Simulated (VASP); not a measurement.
Here is a VASP 6.6.1 calculation.

The input INCAR:

```
SYSTEM = BiS
PREC = Accurate ; ENCUT = 520
EDIFF = 1E-7 ; ISMEAR = 0
SIGMA = 0.1 ; LREAL = .FALSE.
LASPH = .TRUE. ; NELM = 80
ALGO = Normal ; ISIF = 2
LWAVE = .FALSE. ; LCHARG = .FALSE.
GGA = PE ; NBANDS = 18
```

File KPOINTS:

```
regular mesh
0
G
  12 12 12
  0 0 0
```

Contents of POSCAR:

```
BiS
1.0
    0.0000000000      2.9757633442      2.9757633442
    2.9757633442      0.0000000000      2.9757633442
    2.9757633442      2.9757633442      0.0000000000
Bi S
1 1
Direct
    0.5000000000      0.5000000000      0.5000000000
    0.0000000000      0.0000000000      0.0000000000
```

Potentials or basis: VASP PAW PBE potentials, release 64 (Bi_d, S).

Command:

```sh
$ cat potpaw_PBE.64/Bi_d/POTCAR potpaw_PBE.64/S/POTCAR > POTCAR
$ mpirun -np 1 vasp_std > vasp.out
```

**Question.** What does it give for the pressure?

**Answer.** -0.1 GPa.
